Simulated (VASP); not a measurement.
Crystal: BN.

```
B N
1.0
     2.50435    0.00000    0.00000
    -1.25218    2.16883    0.00000
     0.00000    0.00000    7.01615
B N
2 2
Direct
  0.33333 0.66667 0.25000
  0.66667 0.33333 0.75000
  0.33333 0.66667 0.75000
  0.66667 0.33333 0.25000
```

Base run:

- Program: VASP 6.6.1
- Functional: PBEsol
- Potentials or basis: VASP PAW PBE potentials, release 64 (B, N)
- Cutoff: 520 eV
- k mesh: 10 × 10 × 4
- Occupations: gaussian, width 0.01 eV
- Spin: no spin polarisation

Its results: band gap on the k mesh 4.26 eV, indirect (least direct gap 4.70 eV); pressure 0.3 GPa.

Problem. The run is repeated on the same cell with these changes: functional from PBEsol to LDA; potentials or basis from VASP PAW PBE potentials, release 64 (B, N) to VASP PAW LDA potentials, release 64 (B, N). What comes out?

Solution. Band gap on the k mesh 4.16 eV, indirect (least direct gap 4.60 eV); pressure -4.3 GPa.

Caveats: the PAW data sets were made with another functional, which shifts forces and pressure a little (some runs); this functional lacks dispersion, which binds the layers, so the pressure and a relaxed spacing across them are unreliable (some runs).

A k mesh can miss the band edges.
